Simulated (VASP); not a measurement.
Here is a VASP 6.6.1 calculation.

The input INCAR:

```
  ALGO = Normal
  EDIFF = 1E-7
  EDIFFG = -0.001
  ENCUT = 600
  GGA = PS
  IBRION = 2
  ISIF = 3
  ISMEAR = -1
  LASPH = True
  LCHARG = False
  LREAL = False
  LWAVE = False
  NELM = 100
  NSW = 80
  PREC = Accurate
  SIGMA = 0.15
```

The input KPOINTS:

```
k-points
0
Gamma
  15 15 12
```

POSCAR

```
MgB2
1.0
    3.0616909804      0.0000000000      0.0000000000
   -1.5308454902      2.6515021676      0.0000000000
    0.0000000000      0.0000000000      3.5044564373
Mg B
1 2
Direct
    0.0000000000      0.0000000000      0.0000000000
    0.3333333333      0.6666666667      0.5000000000
    0.6666666667      0.3333333333      0.5000000000
```

Potentials or basis: VASP PAW PBE potentials, release 64 (Mg, B).

Launch:

```bash
$ cat potpaw_PBE.64/Mg/POTCAR potpaw_PBE.64/B/POTCAR > POTCAR
$ mpirun -np 1 vasp_std > vasp.out
```

**Question.** Predict the space group after relaxing (to 0.05 Å).

**Answer.** P6/mmm (No. 191).

**Question.** What does it give for the band gap on the k mesh?

**Answer.** Zero (band 4 reaches 7.17 eV, above the bottom of band 5 at 3.29 eV).

**Question.** Estimate the relaxed cell.

**Answer.** a = 3.065 Å, b = 3.065 Å, c = 3.496 Å, α = 90.00°, β = 90.00°, γ = 120.00°.

**Question.** Predict the relaxed volume.

**Answer.** 9.48 Å³/atom.

Step by step:
| step | energy change (eV) | largest force (eV/Å) | pressure (GPa) | volume (Å³) |
| --- | --- | --- | --- | --- |
| 1 | 0.0000 | 0.0000 | 0.09 | 28.45 |
| 2 | -0.0002 | 0.0000 | -0.15 | 28.47 |
| 3 | -0.0002 | 0.0000 | -0.16 | 28.47 |
| 4 | -0.0002 | 0.0000 | 0.02 | 28.44 |
| 5 | -0.0002 | 0.0000 | 0.00 | 28.44 |

Caveat: the PAW data sets were made with another functional, which shifts forces and pressure a little.
